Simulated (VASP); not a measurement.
Input of a VASP 6.6.1 run:

The input POSCAR:

```
Ir
1.0
    0.0000000000      1.9026635047      1.9026635047
    1.9026635047      0.0000000000      1.9026635047
    1.9026635047      1.9026635047      0.0000000000
Ir
1
Direct
    0.0000000000      0.0000000000      0.0000000000
```

INCAR.step1

```
PREC = Accurate
ENCUT = 620
ISMEAR = 0
SIGMA = 0.1
LREAL = F
LASPH = T
NELM = 120
NBANDS = 14
GGA = PE
ALGO = Normal
EDIFF = 1E-5
LWAVE = T
LCHARG = F
GGA_COMPAT = F
```

File INCAR.step2:

```
PREC = Accurate
ENCUT = 620
EDIFF = 1E-6
ISMEAR = 0
SIGMA = 0.1
LREAL = F
LASPH = T
NELM = 120
ALGO = Normal
ISIF = 2
LWAVE = F
LCHARG = T
METAGGA = R2SCAN
LMIXTAU = T
LELF = T
LVHAR = T
NBANDS = 14
ISTART = 1
GGA_COMPAT = F
```

File KPOINTS:

```
regular mesh
0
Gamma
  18 18 18
```

Potentials or basis: VASP PAW PBE potentials, release 64 (Ir_sv_GW).

The run is started by

```console
$ cat potpaw_PBE.64/Ir_sv_GW/POTCAR > POTCAR
$ cp INCAR.step1 INCAR
$ mpirun -np 1 vasp_std > vasp.out
$ cp INCAR.step2 INCAR
$ mpirun -np 1 vasp_std > vasp.out
```

Q: Estimate the pressure.

A: 11.5 GPa.

Q: What does it give for the band gap on the k mesh?

A: Zero (an odd number of electrons rules out a gap without spin polarisation).

Caveat: the cell stands under pressure; the PAW data sets were made with another functional, which shifts forces and pressure a little; spin-orbit coupling is left out, which moves the levels of the heavy elements.
